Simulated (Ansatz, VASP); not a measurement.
# As3Se in VASP and in Ansatz

```
As Se
1.0
     5.46969    0.00000    0.00000
     0.00000    5.46969    0.00000
     0.00000    0.00000    5.46969
As Se
6 2
Direct
  0.00000 0.50000 0.75000
  0.00000 0.50000 0.25000
  0.50000 0.25000 0.00000
  0.50000 0.75000 0.00000
  0.25000 0.00000 0.50000
  0.75000 0.00000 0.50000
  0.50000 0.50000 0.50000
  0.00000 0.00000 0.00000
```

Alike in both runs: functional PBE; k mesh 3 × 3 × 3; occupations gaussian, width 0.2 eV; no spin polarisation.

Ansatz relaxed the structure, and its values are those at the end. VASP's run is a single point on that final structure, the one shown.

|  | VASP | Ansatz |
| --- | --- | --- |
| version | VASP 6.6.1 | Ansatz 0.2.0 |
| potentials or method | VASP PAW PBE potentials, release 64 (As, Se), cutoff 500 eV | scalar-relativistic, plane waves, PAW |
| valence electrons in the cell | 42 | 122 |

```csv
,VASP,Ansatz,Ansatz less VASP
gap on the k mesh at the Fermi level (eV),none,none,-
pressure (GPa),-0.4,-0.4,-0.03
```

A gap of «none» marks a metal or a gap that the smearing closes. VASP's potentials hold 42 valence electrons a cell and Ansatz's 122, so a difference there can come from the potentials and not from the codes.

The k mesh is coarse, so the values compare programs but aren't converged.
